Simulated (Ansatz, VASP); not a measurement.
## Two plane-wave programs on Na2TlGaF6

```
Na Tl Ga F
1.0
     0.00000    4.42816    4.42816
     4.42816    0.00000    4.42816
     4.42816    4.42816    0.00000
Na Tl Ga F
2 1 1 6
Cartesian
  6.6422 6.6422 6.6422
  2.2141 2.2141 2.2141
  4.4282 4.4282 4.4282
  0.0000 0.0000 0.0000
  1.8960 4.4282 4.4282
  4.4282 4.4282 1.8960
  6.9603 4.4282 4.4282
  4.4282 1.8960 4.4282
  4.4282 6.9603 4.4282
  4.4282 4.4282 6.9603
```

Alike in both runs: functional PBEsol; k mesh 6 × 6 × 6; occupations gaussian, width 0.02 eV; no spin polarisation.

Ansatz relaxed the structure, and its values are those at the end. VASP's run is a single point on that final structure, the one shown.

|  | VASP | Ansatz |
| --- | --- | --- |
| version | VASP 6.6.1 | Ansatz 0.2.0 |
| potentials or method | VASP PAW PBE potentials, release 64 (Na_sv, Tl_d, Ga_d, F), cutoff 970 eV | scalar-relativistic, plane waves, PAW |
| valence electrons in the cell | 86 | 86 |

```csv
,VASP,Ansatz,Ansatz less VASP
gap on the k mesh at the Fermi level (eV),3.39,3.39,+0.003
least direct gap on the mesh (eV),3.88,3.89,0.000
pressure (GPa),0.0,0.0,-0.05
rms of the force components (eV/Å),0.032,0.000,-0.0318
```

VASP's potentials were made for PBE, not for PBEsol.

Spin-orbit coupling is off throughout.
